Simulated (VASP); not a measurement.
Runs of VASP 6.6.1 on Ti. The structure is that of space group Fm-3m (No. 225), or close to it. The cells are those of the table. This isn't the form of Ti at room conditions, which is hcp.

| cell | gap on the mesh (eV) | pressure (GPa) |
| --- | --- | --- |
| a = 2.866 Å, angles 60.0°, 1 atom | none | -4.5 |
| a = 2.750, b = 2.750, c = 2.642 Å, angles 61.3, 61.3, 57.4°, 1 atom | none | (b) |
| a = 2.752 Å, angles 60.0°, 1 atom | none | 11.5 |
| a = 2.903 Å, angles 60.0°, 1 atom | none | (a) |
| a = 2.908, b = 2.908, c = 2.794 Å, angles 61.3, 61.3, 57.4°, 1 atom | none | -4.5 |
| a = 2.791 Å, angles 60.0°, 1 atom | none | 5.3 |
| a = 2.711 Å, angles 60.0°, 1 atom | none | 19.0 |
| a = 2.831, b = 2.831, c = 2.720 Å, angles 61.3, 61.3, 57.4°, 1 atom | none | 5.1 |
| a = 2.870, b = 2.870, c = 2.757 Å, angles 61.3, 61.3, 57.4°, 1 atom | none | -0.3 |

Alike in all rows: task single point; level LDA; potentials or basis VASP PAW LDA potentials, release 64 (Ti_sv); no spin polarisation; k mesh 22 × 22 × 22; cutoff (eV) 520; smearing gaussian 0.15 eV.

Q: Fill in the values left out.

A: (a) -9.0; (b) 18.8.

Caveats: the cell stands under pressure (at least some runs); the cell stands under tension (at least some runs).

A gap of «none» marks levels without a gap at the run's occupations.
